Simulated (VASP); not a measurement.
Set up this calculation in VASP 6.6.1, as the native input.

```yaml
Task: single point
Functional: PBE
Potentials_or_basis: VASP PAW PBE potentials, release 64 (Ga_d, Os, La)
Cutoff: 520 eV
k_mesh: 4 × 4 × 4
Occupations: methfessel-paxton, width 0.0526 eV
Spin: no spin polarisation
Dipole_correction: no
Further_INCAR_settings: ALGO = Normal; EDIFF = 1e-06; NBANDS = 64
```

The structure of LaGa2Os2 lies in POSCAR:

```
LaGa2Os2
1.0
    0.0000000000      4.2187830000      0.0000000000
    4.3110310000      0.0000000000      0.0000000000
    2.1555150000      2.1093920000    -10.7058290000
Ga Os La
4 4 2
Direct
    0.6060000000      0.3560000000      0.2880000000
    0.3940000000      0.6440000000      0.7120000000
    0.7160000000      0.4660000000      0.0680000000
    0.2840000000      0.5340000000      0.9320000000
    0.9629000000      0.7129000000      0.5742000000
    0.0371000000      0.2871000000      0.4258000000
    0.4619000000      0.2119000000      0.5762000000
    0.5381000000      0.7881000000      0.4238000000
    0.1650000000      0.9150000000      0.1700000000
    0.8350000000      0.0850000000      0.8300000000
```

These files were run (other wordings do the same):

INCAR

```
SYSTEM = LaGa2Os2
PREC = Accurate ; ENCUT = 520
EDIFF = 1E-6 ; ISMEAR = 1
SIGMA = 0.0526 ; LREAL = .FALSE.
LASPH = .TRUE. ; NELM = 80
ALGO = Normal ; ISIF = 2
LWAVE = .FALSE. ; LCHARG = .TRUE.
GGA = PE ; LELF = .TRUE.
LVHAR = .TRUE. ; NBANDS = 64
```

KPOINTS

```
Automatic mesh
0
G
  4 4 4
  0 0 0
```

Potentials or basis: VASP PAW PBE potentials, release 64 (Ga_d, Os, La).

Launch:

```bash
$ cat potpaw_PBE.64/Ga_d/POTCAR potpaw_PBE.64/Os/POTCAR potpaw_PBE.64/La/POTCAR > POTCAR
$ mpirun -np 1 vasp_std > vasp.out
```

It gave:

| Property | Result |
| --- | --- |
| Pressure | -3.3 GPa |
| Largest force | 1.943 eV/Å |
| Band gap on the k mesh | zero (bands 53 and 54 overlap by 0.81 eV) |

Caveat: the k points lie up to 0.38 Å⁻¹ apart, too coarse for converged energies and pressures of a metal; spin-orbit coupling is left out, which moves the levels of the heavy elements; forces of over 1 eV/Å act on the atoms, so gaps and moduli don't describe the material at rest.

Wall time 5.9 min on 1 thread of Intel(R) Xeon(R) Platinum 8488C (Sapphire Rapids), on a shared host, peak memory 0.39 GiB.
